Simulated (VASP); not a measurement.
GaN, 2 atoms in the cell. It takes space group F-43m (No. 216, cubic). The conventional cell has a = 4.507 Å, b = 4.507 Å, c = 4.507 Å, α = 90.00°, β = 90.00°, γ = 90.00°. Within 2.6 Å of Ga (site symmetry -43m) lie 4 N at 1.95 Å. Within 2.6 Å of N (site symmetry -43m) lie 4 Ga at 1.95 Å. 

* Program: VASP 6.6.1
* Task: single point
* Functional: PBEsol
* Potentials or basis: VASP PAW PBE potentials, release 64 (Ga_d, N)
* Cutoff: 520 eV
* k mesh: 8 × 8 × 8
* Occupations: gaussian, width 0.01 eV
* Spin: no spin polarisation
* Dipole correction: no
* Further INCAR settings: ALGO = Normal; EDIFF = 1e-06; NBANDS = 16

Potentials or basis: VASP PAW PBE potentials, release 64 (Ga_d, N).

Run with:

```console
$ cat potpaw_PBE.64/Ga_d/POTCAR potpaw_PBE.64/N/POTCAR > POTCAR
$ mpirun -np 1 vasp_std > vasp.out
```

Hardware: 1 thread of Intel(R) Xeon(R) Platinum 8488C (Sapphire Rapids) (shared host).

Question: Estimate the wall time of this run.

Answer: Run time: 9.9 s on 1 thread of Intel(R) Xeon(R) Platinum 8488C (Sapphire Rapids), on a shared host, peak memory 0.14 GiB. Counts: scf iterations 13, k points 29.
